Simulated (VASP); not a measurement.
Wanted: the native input for a VASP 6.6.1 run.

```
Task                   : single point
Functional             : PBE
Potentials or basis    : VASP PAW PBE potentials, release 64 (Al, Cl)
Cutoff                 : 520 eV
k mesh                 : 4 × 4 × 4
Occupations            : gaussian, width 0.1 eV
Spin                   : no spin polarisation
Dipole correction      : no
Further INCAR settings : ALGO = Normal; EDIFF = 1e-07; NBANDS = 20
```

The structure of Al5Cl lies in POSCAR:

```
Al5Cl
1.0
    0.0000000000      3.8858465393      3.8858465393
    3.8858465393      0.0000000000      3.8858465393
    3.8858465393      3.8858465393      0.0000000000
Al Cl
5 1
Direct
    0.1258602810      0.6247132397      0.6247132397
    0.6247132397      0.6247132397      0.6247132397
    0.6247132397      0.1258602810      0.6247132397
    0.6247132397      0.6247132397      0.1258602810
    0.2500000000      0.2500000000      0.2500000000
    0.0000000000      0.0000000000      0.0000000000
```

The input as run:

INCAR

```
PREC = Accurate ; ENCUT = 520
EDIFF = 1E-7 ; ISMEAR = 0
SIGMA = 0.1 ; LREAL = F
LASPH = T ; NELM = 60
ALGO = Normal ; ISIF = 2
LWAVE = F ; LCHARG = F
GGA = PE ; NBANDS = 20
```

KPOINTS

```
Automatic mesh
0
Gamma
  4 4 4
```

Potentials or basis: VASP PAW PBE potentials, release 64 (Al, Cl).

Run with:

```console
$ cat potpaw_PBE.64/Al/POTCAR potpaw_PBE.64/Cl/POTCAR > POTCAR
$ mpirun -np 1 vasp_std > vasp.out
```

Results of the run:

```yaml
Pressure: 0.0 GPa
Band_gap_on_the_k_mesh: zero (band 11 reaches 7.60 eV, above the bottom of band 12 at 4.57 eV)
```

It took 17 s on 1 thread of Intel(R) Xeon(R) 6975P-C (Granite Rapids) (shared host), peak memory 0.24 GiB.
